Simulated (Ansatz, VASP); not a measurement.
## Li in VASP and in Ansatz

Contents of INCAR:

```
  PREC = Accurate
  ENCUT = 600
  EDIFF = 1E-7
  ISMEAR = 0
  SIGMA = 0.1
  LREAL = False
  LASPH = True
  NELM = 100
  ALGO = Fast
  ISIF = 3
  LWAVE = False
  LCHARG = False
  GGA = PE
  IBRION = 2
  NSW = 100
  EDIFFG = -0.01
```

Contents of KPOINTS:

```
regular mesh
0
Gamma
  8 16 10
```

POSCAR

```
Li
1.0
    5.8826215437      0.0000000000      0.0000000000
    0.0000000000      2.7142656747      0.0000000000
    0.0000000000      0.0000000000      5.0746652882
Li
4
Direct
    0.5000000000      0.0000000000      0.0000000000
    0.0000000000      0.0000000000      0.0000000000
    0.7500000000      0.0000000000      0.5000114957
    0.2500000000      0.0000000000      0.4999885043
```

Input for Ansatz:

```yaml
crystal:
  lattice:
    - [5.8826215437, 0.0, 0.0]
    - [0.0, 2.7142656747, 0.0]
    - [0.0, 0.0, 5.0746652882]
  atoms:
    - { symbol: Li, position: [0.5, 0.0, 0.0] }
    - { symbol: Li, position: [0.0, 0.0, 0.0] }
    - { symbol: Li, position: [0.75, 0.0, 0.5000114957] }
    - { symbol: Li, position: [0.25, 0.0, 0.4999885043] }
basis:
  ecutwfc: 420
kpoints:
  mp_grid: { grid: [8, 16, 10] }
hamiltonian:
  xc: pbe
scf:
  occupations: { method: gaussian, width: 0.1 }
output:
  forces: true
  stress: true
  eigenvalues: true
  write_density: true
  write_potential: true
  elf: true
  volumetric_format: npy
relax:
  adjacent_minimum: "off"
  f_tol: 0.01
  max_steps: 80
  cell: { stress_tol: 0.05 }
```

Alike in both runs: task relaxation of cell and atoms; functional PBE; k mesh 8 × 16 × 10; occupations gaussian, width 0.1 eV; no spin polarisation.

|  | VASP | Ansatz |
| --- | --- | --- |
| version | VASP 6.6.1 | Ansatz 0.2.0 |
| potentials or method | VASP PAW PBE potentials, release 64 (Li_sv), cutoff 600 eV | scalar-relativistic, plane waves, PAW |
| valence electrons in the cell | 12 | 12 |

Ansatz gave:

- gap on the k mesh at the Fermi level, each at its own relaxed structure (eV): none
- relaxed volume (Å³/atom): 20.26
- relaxed cell length with the largest relative difference (Å): 2.713

Task: Estimate VASP's values.

Result: gap on the k mesh at the Fermi level, each at its own relaxed structure (eV): none; relaxed volume (Å³/atom): 20.10; relaxed cell length with the largest relative difference (Å): 2.703.

A gap of «none» marks a metal or a gap that the smearing closes. Ansatz's warnings: near symmetry operation missed by atoms, symmetry narrowed to a group.

Noted on VASP's run: the cutoff is short for stress, so the pressure is rough.
